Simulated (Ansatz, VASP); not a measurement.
# Sc: VASP beside Ansatz

INCAR

```
SYSTEM = Sc
PREC     = Accurate       ! precision mode
ENCUT    = 520            ! plane-wave cutoff, eV
EDIFF    = 1E-6           ! SCF threshold, eV
ISMEAR   = 0              ! smearing method
SIGMA    = 0.1            ! smearing width, eV
LREAL    = .False.        ! projectors in reciprocal space
LASPH    = .True.         ! aspherical terms in the spheres
NELM     = 80             ! most SCF steps
ALGO     = Normal         ! electronic algorithm
ISIF     = 2              ! what is computed and relaxed
LWAVE    = .False.        ! write WAVECAR
LCHARG   = .False.        ! write CHGCAR
GGA      = PS             ! functional
NBANDS   = 30             ! bands
```

KPOINTS

```
regular mesh
0
Gamma
  6 6 6
  0 0 0
```

File POSCAR:

```
Sc
1.0
   -3.0982712514      3.0982712514      2.7152339066
    3.0982712514     -3.0982712514      2.7152339066
    3.0982712514      3.0982712514     -2.7152339066
Sc
4
Direct
    0.1637300000      0.3362700000      0.5000000000
    0.6637300000      0.1637300000      0.8274610000
    0.3362700000      0.8362700000      0.1725390000
    0.8362700000      0.6637300000      0.5000000000
```

Input for Ansatz:

```yaml
crystal:
  lattice:
    - [-3.098271251445374, 3.098271251445374, 2.7152339065797944]
    - [3.098271251445374, -3.098271251445374, 2.7152339065797944]
    - [3.098271251445374, 3.098271251445374, -2.7152339065797944]
  atoms:
    - { symbol: Sc, position: [0.16373, 0.33627, 0.5] }
    - { symbol: Sc, position: [0.66373, 0.16373, 0.827461] }
    - { symbol: Sc, position: [0.33627, 0.83627, 0.172539] }
    - { symbol: Sc, position: [0.83627, 0.66373, 0.5] }
basis:
  ecutwfc: 500.0
kpoints:
  mp_grid:
    grid: [6, 6, 6]
hamiltonian:
  xc: pbesol
  pseudopotentials:
    kind: paw
scf:
  occupations:
    method: gaussian
    width: 0.1
output:
  stress: true
```

Alike in both runs: task single point; functional PBEsol; k mesh 6 × 6 × 6; occupations gaussian, width 0.1 eV; no spin polarisation.

|  | VASP | Ansatz |
| --- | --- | --- |
| version | VASP 6.6.1 | Ansatz 0.2.0 |
| potentials or method | VASP PAW PBE potentials, release 64 (Sc_sv), cutoff 520 eV | plane waves, PAW |
| valence electrons in the cell | 44 | 44 |

Ansatz gave:

```
pressure (GPa)                                                : -2.4
traceless stress, the component that is largest in VASP (GPa) : -0.20
```

Task: What did VASP give for the same quantities?

Result: Pressure (GPa): -2.4; traceless stress, the component that is largest in VASP (GPa): -0.21.

VASP's potentials were made for PBE, not for PBEsol. Ansatz's warnings: structure snapped to symmetry.
